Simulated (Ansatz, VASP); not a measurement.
# One calculation of GaN, two programs

```xyz
2
Lattice="0.0000 2.2489 2.2489 2.2489 0.0000 2.2489 2.2489 2.2489 0.0000" Properties=species:S:1:pos:R:3 pbc="T T T"
Ga    0.0000    0.0000    0.0000
N     3.3734    3.3734    3.3734
```

Alike in both runs: task single point; functional r2SCAN; k mesh 8 × 8 × 8; occupations gaussian, width 0.05 eV; no spin polarisation.

|  | VASP | Ansatz |
| --- | --- | --- |
| version | VASP 6.6.1 | Ansatz 0.2.0 |
| potentials or method | VASP PAW PBE potentials, release 64 (Ga_d, N), cutoff 520 eV | scalar-relativistic, plane waves, PAW |
| valence electrons in the cell | 18 | 18 |

|  | VASP | Ansatz | Ansatz less VASP |
| --- | --- | --- | --- |
| gap on the k mesh at the Fermi level (eV) | 2.16 | 2.17 | +0.009 |
| least direct gap on the mesh (eV) | 2.16 | 2.17 | +0.009 |
| pressure (GPa) | 1.1 | 0.0 | -1.11 |

VASP's potentials were made for PBE, not for r2SCAN.
